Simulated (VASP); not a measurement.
Write the native input for VASP 6.6.1 that does the following.

| Quantity | Value |
| --- | --- |
| Task | single point |
| Functional | PBE |
| Potentials or basis | VASP PAW PBE potentials, release 64 (Cd) |
| Cutoff | 520 eV |
| k mesh | 24 × 24 × 24 |
| Occupations | gaussian, width 0.1 eV |
| Spin | no spin polarisation |
| Dipole correction | no |
| Further INCAR settings | ALGO = Fast; EDIFF = 1e-06; NBANDS = 12 |

The structure of Cd lies in POSCAR:

```
Cd
1.0
    1.6578895049      0.9571829520      2.4166732498
   -1.6578895049      0.9571829520      2.4166732498
    0.0000000000     -1.9143659039      2.4166732498
Cd
1
Direct
    0.0000000000      0.0000000000      0.0000000000
```

These files were run (other wordings do the same):

INCAR

```
SYSTEM = Cd
PREC = Accurate
ENCUT = 520
EDIFF = 1E-6
ISMEAR = 0
SIGMA = 0.1
LREAL = .FALSE.
LASPH = .TRUE.
NELM = 60
ALGO = Fast
ISIF = 2
LWAVE = .FALSE.
LCHARG = .FALSE.
GGA = PE
NBANDS = 12
```

KPOINTS

```
regular mesh
0
G
  24 24 24
  0 0 0
```

Potentials or basis: VASP PAW PBE potentials, release 64 (Cd).

Run with:

```console
$ cat potpaw_PBE.64/Cd/POTCAR > POTCAR
$ mpirun -np 1 vasp_std > vasp.out
```

Results of the run:

```json
{"Pressure": "0.3 GPa", "Band gap on the k mesh": "zero (band 6 reaches 4.10 eV, above the bottom of band 7 at 0.66 eV)"}
```

Run time: 4.8 min on 1 thread of Oxide Virtual Turin-like Processor (shared host), peak memory 0.39 GiB.
